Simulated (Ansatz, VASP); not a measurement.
**TaN: VASP beside Ansatz**

```xyz
6
Lattice="5.1802 0.0000 0.0000 -2.5901 4.4862 0.0000 0.0000 0.0000 2.8939" Properties=species:S:1:pos:R:3 pbc="T T T"
Ta    0.0000    2.9908    1.4469
Ta    2.5901    1.4954    1.4469
Ta    0.0000    0.0000    0.0000
N     2.0376    0.0000    0.0000
N     1.5713    2.7216    0.0000
N    -1.0188    1.7646    0.0000
```

Alike in both runs: functional PBEsol; k mesh 7 × 7 × 11; occupations fermi-dirac, width 0.1 eV; no spin polarisation.

Ansatz relaxed the structure, and its values are those at the end. VASP's run is a single point on that final structure, the one shown.

|  | VASP | Ansatz |
| --- | --- | --- |
| version | VASP 6.6.1 | Ansatz 0.2.0 |
| potentials or method | VASP PAW PBE potentials, release 64 (Ta_sv_GW, N), cutoff 700 eV | PAW plane waves |
| valence electrons in the cell | 54 | 54 |

|  | VASP | Ansatz | Ansatz less VASP |
| --- | --- | --- | --- |
| gap on the k mesh at the Fermi level (eV) | none | none | - |
| pressure (GPa) | 0.2 | 0.0 | -0.18 |

VASP's potentials were made for PBE, not for PBEsol, and Ansatz warns of the same on its side. A gap of «none» marks a metal or a gap that the smearing closes.

Neither program's run includes spin-orbit coupling.
